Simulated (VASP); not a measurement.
Here is a VASP 6.6.1 calculation.

INCAR

```
PREC     = Accurate       # precision mode
ENCUT    = 520            # plane-wave cutoff, eV
EDIFF    = 1E-7           # SCF threshold, eV
ISMEAR   = -1             # smearing method
SIGMA    = 0.05           # smearing width, eV
LREAL    = False          # projectors in reciprocal space
LASPH    = True           # aspherical terms in the spheres
NELM     = 80             # most SCF steps
ALGO     = Normal         # electronic algorithm
ISIF     = 2              # what is computed and relaxed
LWAVE    = False          # write WAVECAR
LCHARG   = False          # write CHGCAR
GGA      = PE             # functional
NBANDS   = 10             # bands
```

KPOINTS

```
Automatic mesh
0
Gamma
  15 15 15
```

Contents of POSCAR:

```
Ir
1.0
    0.0000000000      1.9197000000      1.8813060000
    1.9197000000      0.0000000000      1.8813060000
    1.9197000000      1.9197000000      0.0000000000
Ir
1
Direct
    0.0000000000      0.0000000000      0.0000000000
```

Potentials or basis: VASP PAW PBE potentials, release 64 (Ir).

Command:

```sh
$ cat potpaw_PBE.64/Ir/POTCAR > POTCAR
$ mpirun -np 1 vasp_std > vasp.out
```

Problem. What does it give for the pressure?

Solution. 18.1 GPa.

Stress tensor (GPa, compression positive):
```
15.34  0.00  0.00
 0.00 15.34  0.00
 0.00  0.00 23.56
```

Caveat: the cell differs from its parent crystal (zz strain of -2 %).
